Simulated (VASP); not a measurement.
# AlN in VASP: further runs, part 2 of 3

VASP 6.6.1. The steps go on from the part before.

## (3) Single point, PBE

Input file INCAR:

```
SYSTEM = AlN
PREC = Accurate
ENCUT = 520
EDIFF = 1E-6
ISMEAR = 0
SIGMA = 0.1
LREAL = .FALSE.
LASPH = .TRUE.
NELM = 60
ALGO = Normal
ISIF = 2
LWAVE = .FALSE.
LCHARG = .FALSE.
LDIPOL = .TRUE.
IDIPOL = 3
DIPOL = 0.5 0.5 0.294
GGA = PE
NBANDS = 11
```

Input file KPOINTS:

```
regular mesh
0
G
  4 6 1
  0 0 0
```

Input file POSCAR:

```
AlN
1.0
    4.3203143139      0.0000000000      0.0000000000
    0.0000000000      3.3750188458      0.0000000000
    0.0000000000      0.0000000000     23.8000000000
Al N
1 1
Direct
    0.0000000000      0.4401062900      0.2941176471
    0.0000000000      0.9400937100      0.2941176471
```

Potentials or basis: VASP PAW PBE potentials, release 64 (Al, N).

Started as:

```sh
$ cat potpaw_PBE.64/Al/POTCAR potpaw_PBE.64/N/POTCAR > POTCAR
$ mpirun -np 1 vasp_std > vasp.out
```

OUTCAR:

```text
SYSTEM = AlN
   PREC = Accurate
   ENCUT = 520
   EDIFF = 1E-6
   ISMEAR = 0
   LREAL = .FALSE.
   LASPH = .TRUE.
   NELM = 60
   ISIF = 2
   GGA = PE

 ion  position               nearest neighbor table
   1  0.000  0.440  0.294-   2 1.69   2 1.69
   2  0.000  0.940  0.294-   1 1.69   1 1.69

  LATTYP: Found a simple orthorhombic cell.
 ALAT       =     3.3750188458
 B/A-ratio  =     1.2800859821
 C/A-ratio  =     7.0518124749

  Lattice vectors:

[... 347 lines left out ...]

 vacuum level on the upper side and lower side of the slab       (xc-potential included)        -0.010        -0.010

  FORCE on cell =-STRESS in cart. coord.  units (eV):
  Direction    XX          YY          ZZ          XY          YZ          ZX
  --------------------------------------------------------------------------------------
  -------------------------------------------------------------------------------------
  Total        0.1308313      0.0961829     -0.0115409      0.0000000      0.0000000      0.0000000
  in kB        0.6040232      0.4440581     -0.0532819      0.0000000      0.0000000      0.0000000
  external PRESSURE =       0.3315998 kB  Pullay stress =       0.0000000 kB

 VOLUME and BASIS-vectors are now :
 -----------------------------------------------------------------------------
  energy-cutoff  :      520.00
  volume of cell :      347.03
      direct lattice vectors                 reciprocal lattice vectors
     4.320314314  0.000000000  0.000000000     0.231464641  0.000000000  0.000000000
     0.000000000  3.375018846  0.000000000     0.000000000  0.296294642  0.000000000
     0.000000000  0.000000000 23.800000000     0.000000000  0.000000000  0.042016807

 POSITION                                       TOTAL-FORCE (eV/Angst)
 -----------------------------------------------------------------------------------
      0.00000      1.48537      7.00000         0.000000     -0.002355      0.000000
      0.00000      3.17283      7.00000         0.000000      0.002355      0.000000
 -----------------------------------------------------------------------------------
    total drift:                                0.000000     -0.000256      0.000013

  FREE ENERGIE OF THE ION-ELECTRON SYSTEM (eV)
  ---------------------------------------------------
  free  energy   TOTEN  =       -11.2317112157 eV

  energy  without entropy=      -11.2317112157  energy(sigma->0) =      -11.23171122

 vacuum level on the upper side and lower side of the slab         0.710         0.710
```

OSZICAR:

```text
N       E                     dE             d eps       ncg     rms          rms(c)
DAV:   1     0.568333483488E+02    0.56833E+02   -0.22745E+03   280   0.443E+02
DAV:   2    -0.396368114344E+01   -0.60797E+02   -0.55410E+02   441   0.880E+01
DAV:   3    -0.161722645569E+02   -0.12209E+02   -0.12179E+02   340   0.527E+01
[... 13 lines left out ...]
DAV:  17    -0.112316767486E+02   -0.58931E-04   -0.33295E-06   343   0.710E-03    0.151E-03
DAV:  18    -0.112317013320E+02   -0.24583E-04   -0.13242E-06   310   0.407E-03    0.647E-04
DAV:  19    -0.112317096747E+02   -0.83427E-05   -0.29533E-07   324   0.193E-03    0.272E-04
DAV:  20    -0.112317106946E+02   -0.10199E-05   -0.43735E-08   326   0.748E-04    0.129E-04
DAV:  21    -0.112317112157E+02   -0.52108E-06   -0.98495E-09   312   0.347E-04
   1 F= -.11231711E+02 E0= -.11231711E+02  d E =-.178762E-12
```

Wall time 1.8 min (1 thread of Intel Xeon 8259CL, shared host); peak memory 0.41 GiB.

What came out:

| Quantity | Value |
| --- | --- |
| Free energy | -11.2317 eV |
| Band gap on the k mesh | 1.54 eV (least direct gap 2.29 eV) |

Forces on the atoms (eV/Å):
```
Al   0.000 -0.002  0.000
N    0.000  0.002  0.000
```

## (4) Single point, PBE

Edit INCAR of step 3 so:

```diff
@@ -5,6 +5,6 @@
 ISMEAR = 0
-SIGMA = 0.1
+SIGMA = 0.02
 LREAL = .FALSE.
 LASPH = .TRUE.
-NELM = 60
+NELM = 100
 ALGO = Normal
```

Input file KPOINTS:

```
Automatic mesh
0
G
  6 8 1
  0 0 0
```

Input file POSCAR:

```
AlN
1.0
    4.3203143139      0.0000000000      0.0000000000
    0.0000000000      3.3750188458      0.0000000000
    0.0000000000      0.0000000000     23.8000000000
Al N
1 1
Direct
    0.0000000000      0.4401000000      0.2941176471
    0.0000000000      0.9401000000      0.2941176471
```

Potentials or basis: VASP PAW PBE potentials, release 64 (Al, N).

Started as:

```sh
$ cat potpaw_PBE.64/Al/POTCAR potpaw_PBE.64/N/POTCAR > POTCAR
$ mpirun -np 1 vasp_std > vasp.out
```

OUTCAR:

```text
SYSTEM = AlN
   PREC = Accurate
   ENCUT = 520
   EDIFF = 1E-6
   ISMEAR = 0
   LREAL = .FALSE.
   LASPH = .TRUE.
   NELM = 100
   ISIF = 2
   GGA = PE

 ion  position               nearest neighbor table
   1  0.000  0.440  0.294-   2 1.69   2 1.69
   2  0.000  0.940  0.294-   1 1.69   1 1.69

  LATTYP: Found a simple orthorhombic cell.
 ALAT       =     3.3750188458
 B/A-ratio  =     1.2800859821
 C/A-ratio  =     7.0518124749

  Lattice vectors:

 A1 = (   0.0000000000,  -3.3750188458,   0.0000000000)
 A2 = (   4.3203143139,   0.0000000000,   0.0000000000)
 A3 = (   0.0000000000,   0.0000000000,  23.8000000000)

Analysis of symmetry for initial positions (statically):
=====================================================================
 Subroutine PRICEL returns:
 Original cell was already a primitive cell.

 Routine SETGRP: Setting up the symmetry group for a
 simple orthorhombic supercell.

 Subroutine GETGRP returns: Found  8 space group operations
 (whereof  2 operations were pure point group operations)
 out of a pool of  8 trial point group operations.

The static configuration has the point symmetry C_1h.
 The point group associated with its full space group is D_2h.

Analysis of symmetry for dynamics (positions and initial velocities):
=====================================================================
 Subroutine PRICEL returns:
 Original cell was already a primitive cell.

 Routine SETGRP: Setting up the symmetry group for a
 simple orthorhombic supercell.

 Subroutine GETGRP returns: Found  8 space group operations
 (whereof  2 operations were pure point group operations)
 out of a pool of  8 trial point group operations.

The dynamic configuration has the point symmetry C_1h.
 The point group associated with its full space group is D_2h.

 Subroutine INISYM returns: Found  8 space group operations
 (whereof  2 operations are pure point group operations),
 and found     1 'primitive' translations

----------------------------------------------------------------------------------------

                                     Primitive cell

  volume of cell :     347.0312

  direct lattice vectors                    reciprocal lattice vectors
     4.320314314  0.000000000  0.000000000     0.231464641  0.000000000  0.000000000
     0.000000000  3.375018846  0.000000000     0.000000000  0.296294642  0.000000000
     0.000000000  0.000000000 23.800000000     0.000000000  0.000000000  0.042016807

  length of vectors
     4.320314314  3.375018846 23.800000000     0.231464641  0.296294642  0.042016807

  position of ions in fractional coordinates (direct lattice)
     0.000000000  0.440100000  0.294117647
     0.000000000  0.940100000  0.294117647

  ion indices of the primitive-cell ions
   primitive index   ion index
                 1           1
                 2           2

----------------------------------------------------------------------------------------

 KPOINTS: Automatic mesh

Automatic generation of k-mesh.
 Grid dimensions read from file:
 generate k-points for:    6    8    1

 Generating k-lattice:

[... 39 lines left out ...]
   number of dos      NEDOS =    301   number of ions     NIONS =      2
   total plane-waves  NPLWV = 161280
   dimension x,y,z NGX =    32 NGY =   28 NGZ =  180
   dimension x,y,z NGXF=    64 NGYF=   56 NGZF=  360
   ions per type =               1   1
   NGX,Y,Z   is equivalent  to a cutoff of  12.31, 13.79, 12.57 a.u.
   NGXF,Y,Z  is equivalent  to a cutoff of  24.63, 27.58, 25.15 a.u.
 SYSTEM =  AlN
   PREC   = accura    normal or accurate (medium, high low for compatibility)
   ISTART =      0    job   : 0-new  1-cont  2-samecut
   ICHARG =      2    charge: 1-file 2-atom 10-const
   ISPIN  =      1    spin polarized calculation?
   LNONCOLLINEAR =      F non collinear calculations
   LSORBIT =      F    spin-orbit coupling
   LASPH  =      T    aspherical Exc in radial PAW
   ENCUT  =  520.0 eV  38.22 Ry    6.18 a.u.   8.03  6.28 44.25*2*pi/ulx,y,z
   NELM   =    100;   NELMIN=  2; NELMDL= -5     # of ELM steps
   EDIFF  = 0.1E-05   stopping-criterion for ELM
   LREAL  =      F    real-space projection
   EDIFFG = 0.1E-04   stopping-criterion for IOM
   NSW    =      0    number of steps for IOM
   IBRION =     -1    ionic relax: 0-MD 1-quasi-New 2-CG
   NFREE  =      0    steps in history (QN), initial steepest desc. (CG)
   ISIF   =      2    stress and relaxation
   ISYM   =      2    0-nonsym 1-usesym 2-fastsym
   POTIM  = 0.5000    time-step for ionic-motion
   TEBEG  =    0.0;   TEEND  =   0.0 temperature during run
   PSTRESS=    0.0 pullay stress
   NELECT =       8.0000    total number of electrons
   NUPDOWN=      -1.0000    fix difference up-down
   EMIN   =  10.00;   EMAX   =-10.00  energy-range for DOS
   EFERMI =   0.00;   METHOD = LEGACY
   ISMEAR =     0;   SIGMA  =   0.02  broadening in eV -4-tet -1-fermi 0-gaus
   EFERMI_NEDOS =   21; number of points for ismear=-14 and -15
   IALGO  =     38    algorithm
   IMIX   =      4    mixing-type and parameters
     AMIX     =   0.40;   BMIX     =  1.00
     AMIX_MAG =   1.60;   BMIX_MAG =  1.00
  volume/ion in A,a.u.               =     173.52      1170.94
  Fermi-wavevector in a.u.,A,eV,Ry     =   0.465924  0.880469  2.953626  0.217085
  Thomas-Fermi vector in A             =   1.455498
   LORBIT       =      0    0 simple, 1 ext, 2 COOP (PROOUT), +10 PAW based schemes
   GGA     = PE    functional components
   LHFCALC =     F    Hartree Fock is set to
   AEXX    =    0.0000 exact exchange contribution
   IVDW    =     0    specifies the selected vdW correction
   LEPSILON=     F    determine dielectric tensor
   LRPA    =     F    only Hartree local field effects (RPA)
 non-spin polarized calculation
 Gauss-broadening in eV      SIGMA  =   0.02
  energy-cutoff  :      520.00
  volume of cell :      347.03
 maximum number of plane-waves:      9402
   NGX = 17   NGY = 13   NGZ = 89

 dipolmoment           0.000000      0.000000     -0.000001 electrons x Angstroem

 number of electron       8.0000000 magnetization

 dipolmoment           0.000000      0.000000      0.000002 electrons x Angstroem

 Free energy of the ion-electron system (eV)
  ---------------------------------------------------
  ext. energy  EPLUGINS =         0.00000000
  ---------------------------------------------------
  free energy    TOTEN  =       -11.23263335 eV

  energy without entropy =      -11.23263335  energy(sigma->0) =      -11.23263335

 E-fermi :  -4.4644     XC(G=0):  -1.3871

 val. band max:       -4.5596800994   @ k =   0.0000   0.5000   0.0000
 cond. band min:      -3.0187751403   @ k =   0.0000   0.0000   0.0000
 fundamental gap:      1.5409049591
 Fermi energy:        -4.4644269816

 k-point     1 :       0.0000    0.0000    0.0000
  band No.  band energies     occupation
      1     -17.3242      2.00000
      2      -7.1124      2.00000
      3      -5.8545      2.00000
      4      -5.3128      2.00000
      5      -3.0188      0.00000
      6       0.1694      0.00000
      7       0.5519      0.00000
      8       0.9654      0.00000
      9       1.2231      0.00000
     10       2.1053      0.00000
     11       2.3614      0.00000
[... 253 lines left out ...]
 k-point    20 :       0.5000    0.5000    0.0000
  band No.  band energies     occupation
      1     -16.5984      2.00000
      2      -9.5198      2.00000
      3      -4.9970      2.00000
      4      -4.7512      2.00000
      5      -1.2056      0.00000
      6       0.1494      0.00000
      7       1.3807      0.00000
      8       4.1190      0.00000
      9       4.8191      0.00000
     10       4.8553      0.00000
     11       4.9278      0.00000

------------------------ aborting loop because EDIFF is reached ----------------------------------------

 vacuum level on the upper side and lower side of the slab       (xc-potential included)        -0.010        -0.010

  FORCE on cell =-STRESS in cart. coord.  units (eV):
  Direction    XX          YY          ZZ          XY          YZ          ZX
  --------------------------------------------------------------------------------------
  -------------------------------------------------------------------------------------
  Total        0.1199953      0.1045541     -0.0114745     -0.0000000      0.0000000      0.0000000
  in kB        0.5539955      0.4827064     -0.0529756     -0.0000000      0.0000000      0.0000000
  external PRESSURE =       0.3279088 kB  Pullay stress =       0.0000000 kB

 VOLUME and BASIS-vectors are now :
 -----------------------------------------------------------------------------
  energy-cutoff  :      520.00
  volume of cell :      347.03
      direct lattice vectors                 reciprocal lattice vectors
     4.320314314  0.000000000  0.000000000     0.231464641  0.000000000  0.000000000
     0.000000000  3.375018846  0.000000000     0.000000000  0.296294642  0.000000000
     0.000000000  0.000000000 23.800000000     0.000000000  0.000000000  0.042016807

 POSITION                                       TOTAL-FORCE (eV/Angst)
 -----------------------------------------------------------------------------------
      0.00000      1.48535      7.00000         0.000000      0.000000      0.000000
      0.00000      3.17286      7.00000         0.000000      0.000000      0.000000
 -----------------------------------------------------------------------------------
    total drift:                                0.000000     -0.000001      0.000014

  FREE ENERGIE OF THE ION-ELECTRON SYSTEM (eV)
  ---------------------------------------------------
  free  energy   TOTEN  =       -11.2326333467 eV

  energy  without entropy=      -11.2326333467  energy(sigma->0) =      -11.23263335

 vacuum level on the upper side and lower side of the slab         0.710         0.710
```

OSZICAR:

```text
N       E                     dE             d eps       ncg     rms          rms(c)
DAV:   1     0.573488498048E+02    0.57349E+02   -0.22883E+03   464   0.445E+02
DAV:   2    -0.262629551071E+01   -0.59975E+02   -0.53615E+02   701   0.855E+01
DAV:   3    -0.160587948032E+02   -0.13432E+02   -0.13396E+02   546   0.553E+01
[... 13 lines left out ...]
DAV:  17    -0.112325874492E+02   -0.58296E-04   -0.30718E-06   545   0.774E-03    0.196E-03
DAV:  18    -0.112326224942E+02   -0.35045E-04   -0.23437E-06   498   0.541E-03    0.631E-04
DAV:  19    -0.112326308857E+02   -0.83915E-05   -0.31666E-07   556   0.226E-03    0.485E-04
DAV:  20    -0.112326326954E+02   -0.18096E-05   -0.12262E-07   523   0.122E-03    0.144E-04
DAV:  21    -0.112326333467E+02   -0.65130E-06   -0.14254E-08   523   0.453E-04
   1 F= -.11232633E+02 E0= -.11232633E+02  d E =-.331253E-13
```

It took 2.8 min on 1 thread of Intel Xeon 8259CL, shared host; peak memory 0.43 GiB.

Results:

```
Free energy            : -11.2326 eV
Band gap on the k mesh : 1.54 eV (least direct gap 2.29 eV)
```

Levels at points of the mesh, in eV from the valence-band top:
| k point | band 1 | band 2 | band 3 | band 4 | band 5 | band 6 | band 7 | band 8 | band 9 |
| --- | --- | --- | --- | --- | --- | --- | --- | --- | --- |
| (0.00, 0.00, 0.00) | -12.76 | -2.55 | -1.29 | -0.75 | 1.54 | 4.73 | 5.11 | 5.53 | 5.78 |
| (0.50, 0.00, 0.00) | -12.72 | -2.53 | -1.65 | -1.13 | 3.07 | 5.52 | 5.80 | 6.38 | 7.02 |
| (0.00, 0.50, 0.00) | -12.07 | -5.10 | -0.26 | 0.00 | 4.12 | 4.48 | 5.91 | 7.11 | 8.10 |
| (0.50, 0.50, 0.00) | -12.04 | -4.96 | -0.44 | -0.19 | 3.35 | 4.71 | 5.94 | 8.68 | 9.38 |

(Part 2 of 3 ends here.)
